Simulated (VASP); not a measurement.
# HfN (Fm-3m) in VASP: notebook, part 2 of 2

VASP 6.6.1.

## (4) Vibrations by perturbation theory, LDA

This run uses another cell than the first one, of 10.94 Å³/atom.

INCAR reads:

```
SYSTEM = HfN
  ALGO = Normal
  EDIFF = 1E-8
  ENCUT = 520
  IBRION = 8
  ISIF = 2
  ISMEAR = -1
  LASPH = .TRUE.
  LCHARG = .TRUE.
  LREAL = .FALSE.
  LWAVE = .FALSE.
  NBANDS = 14
  NELM = 80
  NSW = 1
  PREC = Accurate
  SIGMA = 0.15
```

KPOINTS reads:

```
k-points
0
G
  16 16 16
  0 0 0
```

POSCAR reads:

```
HfN
1.0
    0.0000000000      2.2201622231      2.2201622231
    2.2201622231      0.0000000000      2.2201622231
    2.2201622231      2.2201622231      0.0000000000
Hf N
1 1
Direct
    0.0000000000      0.0000000000      0.0000000000
    0.5000000000      0.5000000000      0.5000000000
```

Potentials or basis: VASP PAW LDA potentials, release 64 (Hf_pv, N).

Launch:

```sh
$ cat potpaw_LDA.64/Hf_pv/POTCAR potpaw_LDA.64/N/POTCAR > POTCAR
$ mpirun -np 1 vasp_std > vasp.out
```

OUTCAR:

```text
SYSTEM = HfN
   EDIFF = 1E-8
   ENCUT = 520
   IBRION = 8
   ISIF = 2
   ISMEAR = -1
   LASPH = .TRUE.
   LREAL = .FALSE.
   NELM = 80
   NSW = 1
   PREC = Accurate

 ion  position               nearest neighbor table
   1  0.000  0.000  0.000-   2 2.22   2 2.22   2 2.22   2 2.22   2 2.22   2 2.22
   2  0.500  0.500  0.500-   1 2.22   1 2.22   1 2.22   1 2.22   1 2.22   1 2.22

  LATTYP: Found a face centered cubic cell.
 ALAT       =     4.4403244462

  Lattice vectors:

 A1 = (   0.0000000000,   2.2201622231,   2.2201622231)
 A2 = (   2.2201622231,   0.0000000000,   2.2201622231)
 A3 = (   2.2201622231,   2.2201622231,   0.0000000000)

Analysis of symmetry for initial positions (statically):
=====================================================================
 Subroutine PRICEL returns:
 Original cell was already a primitive cell.

 Routine SETGRP: Setting up the symmetry group for a
 face centered cubic supercell.

 Subroutine GETGRP returns: Found 48 space group operations
 (whereof 48 operations were pure point group operations)
 out of a pool of 48 trial point group operations.

The static configuration has the point symmetry O_h .

Analysis of symmetry for dynamics (positions and initial velocities):
=====================================================================
 Subroutine PRICEL returns:
 Original cell was already a primitive cell.

 Routine SETGRP: Setting up the symmetry group for a
 face centered cubic supercell.

[... 592 lines left out ...]
      2.22016      2.22016      2.22016         0.000000     -0.000000      0.000000
 -----------------------------------------------------------------------------------
    total drift:                                0.000000     -0.000000     -0.000000

  FREE ENERGIE OF THE ION-ELECTRON SYSTEM (eV)
  ---------------------------------------------------
  free  energy   TOTEN  =       -23.8866559497 eV

  energy  without entropy=      -23.8457839751  energy(sigma->0) =      -23.86621996

[... ionic steps 2 to 3 ...]

--------------------------------------- Ionic step        4  -------------------------------------------

------------------------ aborting loop because EDIFF is reached ----------------------------------------

[... ionic steps 5 to 6 ...]

--------------------------------------- Ionic step        7  -------------------------------------------

 Free energy of the ion-electron system (eV)
  ---------------------------------------------------
  ---------------------------------------------------
  free energy    TOTEN  =        -0.23033079 eV

  energy without entropy =       -0.23033079

------------------------ aborting loop because EDIFF is reached ----------------------------------------

 INTERNAL STRAIN TENSOR  FOR ION    2  DIRECTION 1   (eV/Angst):
 -----------------------------------------------------------------------------
     0.02588 -0.00000  0.00000
    -0.00000 -0.01573 -0.00000
    -0.00000 -0.00000 -0.01573

 INTERNAL STRAIN TENSOR FOR ION    2 for displacements in x,y,z  (eV/Angst):
          X           Y           Z          XY          YZ          ZX
  --------------------------------------------------------------------------------
  x     0.00000     0.00000     0.00000     0.00000     0.00000     0.00000
  y     0.00000     0.00000     0.00000     0.00000     0.00000     0.00000
  z     0.00000     0.00000     0.00000     0.00000     0.00000     0.00000

 SECOND DERIVATIVES (NOT SYMMETRIZED)
 ------------------------------------
               1X          1Y          1Z          2X          2Y          2Z
  1X   -13.777292    0.000000    0.000000   13.777292    0.000000    0.000000
  1Y     0.000000  -13.777292    0.000000    0.000000   13.777292    0.000000
  1Z     0.000000    0.000000  -13.777292    0.000000    0.000000   13.777292
  2X    13.786649    0.000000    0.000000  -13.786649    0.000000    0.000000
  2Y     0.000000   13.786649    0.000000    0.000000  -13.786649    0.000000
  2Z     0.000000    0.000000   13.786649    0.000000    0.000000  -13.786649

 Eigenvectors and eigenvalues of the dynamical matrix
 ----------------------------------------------------

   1 f  =   16.109724 THz   101.220384 2PiTHz  537.362566 cm-1    66.624437 meV
             X         Y         Z           dx          dy          dz
      0.000000  0.000000  0.000000     0.269611   -0.000000    0.000000
      2.220162  2.220162  2.220162    -0.962969   -0.000000    0.000000
[... 21 lines left out ...]
   6 f/i=    0.001420 THz     0.008922 2PiTHz    0.047363 cm-1     0.005872 meV
             X         Y         Z           dx          dy          dz
      0.000000  0.000000  0.000000     0.007556    0.452381    0.850061
      2.220162  2.220162  2.220162     0.002116    0.126657    0.237999

--------------------------------------------------------------------------------------------------------

 ELASTIC MODULI CONTR FROM IONIC RELAXATION (kBar)
 Direction    XX          YY          ZZ          XY          YZ          ZX
 --------------------------------------------------------------------------------
 XX           0.0000      0.0000      0.0000      0.0000      0.0000      0.0000
 YY           0.0000      0.0000      0.0000      0.0000      0.0000      0.0000
 ZZ           0.0000      0.0000      0.0000      0.0000      0.0000      0.0000
 XY           0.0000      0.0000      0.0000      0.0000      0.0000      0.0000
 YZ           0.0000      0.0000      0.0000      0.0000      0.0000      0.0000
 ZX           0.0000      0.0000      0.0000      0.0000      0.0000      0.0000
 --------------------------------------------------------------------------------
```

OSZICAR:

```text
N       E                     dE             d eps       ncg     rms          rms(c)
DAV:   1     0.356510755686E+02    0.35651E+02   -0.78291E+03  4068   0.102E+03
DAV:   2    -0.251420028156E+02   -0.60793E+02   -0.57066E+02  5320   0.231E+02
[... 43 lines left out ...]
RMM:   8    -0.230331637617E+00   -0.64642E-05    0.82075E-10 16528   0.528E-04    0.294E-04
RMM:   9    -0.230330902077E+00    0.73554E-06    0.19525E-08 16938   0.925E-05    0.876E-05
RMM:  10    -0.230330733820E+00    0.16826E-06   -0.17760E-09 18112   0.209E-05    0.227E-05
RMM:  11    -0.230330772531E+00   -0.38711E-07   -0.14225E-08 16967   0.715E-06    0.140E-05
RMM:  12    -0.230330793349E+00   -0.20817E-07   -0.75661E-10 15661   0.296E-06    0.277E-06
RMM:  13    -0.230330794472E+00   -0.11229E-08    0.42086E-09  9163   0.148E-06    0.149E-06
 Linear response finished
```

Wall time 3.8 min (1 thread of AMD EPYC 9R45 (Zen 5), shared host); peak memory 0.34 GiB.

What came out:

```yaml
Highest_phonon_frequency_at_Γ: 537 cm⁻¹
```

Phonon frequencies in cm⁻¹ (negative: imaginary):
```tsv
q point	frequencies
(0.000, 0.000, 0.000)	0 0 0 537 537 537
```

Caveat: the cell stands under pressure or tension, which shifts response properties; spin-orbit coupling is left out, which moves the levels of the heavy elements.
